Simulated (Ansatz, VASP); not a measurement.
## AlN: VASP beside Ansatz

Contents of POSCAR:

```
AlN
1.0
    3.1064902802      0.0000000000      0.0000000000
   -1.5532451401      2.6902994992      0.0000000000
    0.0000000000      0.0000000000      4.9780207988
Al N
2 2
Direct
    0.3333333333      0.6666666667     -0.0442059500
    0.6666666667      0.3333333333      0.4557940500
    0.3333333333      0.6666666667      0.4262059500
    0.6666666667      0.3333333333      0.9262059500
```

File INCAR.step1:

```
PREC = Accurate ; ENCUT = 520
ISMEAR = 0 ; SIGMA = 0.01
LREAL = False ; LASPH = True
NELM = 80 ; NBANDS = 16
GGA = PE ; ALGO = Normal
EDIFF = 1E-4 ; LWAVE = True
LCHARG = False
```

INCAR.step2

```
PREC = Accurate ; ENCUT = 520
EDIFF = 1E-6 ; ISMEAR = 0
SIGMA = 0.01 ; LREAL = False
LASPH = True ; NELM = 80
ALGO = Normal ; ISIF = 2
LWAVE = False ; LCHARG = False
METAGGA = R2SCAN ; LMIXTAU = True
NBANDS = 16 ; ISTART = 1
```

The input KPOINTS:

```
Automatic mesh
0
Gamma
  12 12 6
```

Input for Ansatz:

```yaml
crystal:
  lattice:
    - [3.1064902802, 0.0, 0.0]
    - [-1.5532451401, 2.6902994992, 0.0]
    - [0.0, 0.0, 4.9780207988]
  atoms:
    - { symbol: Al, position: [0.3333333333, 0.6666666667, -0.04420595] }
    - { symbol: Al, position: [0.6666666667, 0.3333333333, 0.45579405] }
    - { symbol: "N", position: [0.3333333333, 0.6666666667, 0.42620595] }
    - { symbol: "N", position: [0.6666666667, 0.3333333333, 0.92620595] }
basis:
  ecutwfc: 600.0
  xc_grid: 2
kpoints:
  mp_grid: { grid: [12, 12, 6] }
hamiltonian:
  xc: r2scan
  pseudopotentials: { kind: paw, azcp: { folder: soft_1 } }
scf:
  occupations: { method: fixed }
output:
  forces: true
  stress: true
  eigenvalues: true
  polarization: {}
```

Change from the starting cell: polar distortion scaled by 0.25.

Alike in both runs: task single point; functional r2SCAN; k mesh 12 × 12 × 6; no spin polarisation.

|  | VASP | Ansatz |
| --- | --- | --- |
| version | VASP 6.6.1 | Ansatz 0.2.0 |
| potentials or method | VASP PAW PBE potentials, release 64 (Al, N), cutoff 520 eV | scalar-relativistic, plane waves, PAW |
| occupations | gaussian, width 0.01 eV | fixed |
| valence electrons in the cell | 16 | 16 |

VASP gave:

| Item | Value |
| --- | --- |
| gap on the k mesh at the Fermi level (eV) | 3.50 |
| least direct gap on the mesh (eV) | 3.50 |
| pressure (GPa) | 7.4 |
| traceless stress, the component that is largest in VASP (GPa) | -19.39 |
| rms of the force components (eV/Å) | 0.517 |

Question: Which values does Ansatz return?

Answer: gap on the k mesh at the Fermi level (eV): 3.47; least direct gap on the mesh (eV): 3.47; pressure (GPa): 7.6; traceless stress, the component that is largest in VASP (GPa): -19.08; rms of the force components (eV/Å): 0.508.

VASP's potentials were made for PBE, not for r2SCAN. Atom by atom the forces differ by 0.009 eV/Å (rms over components).
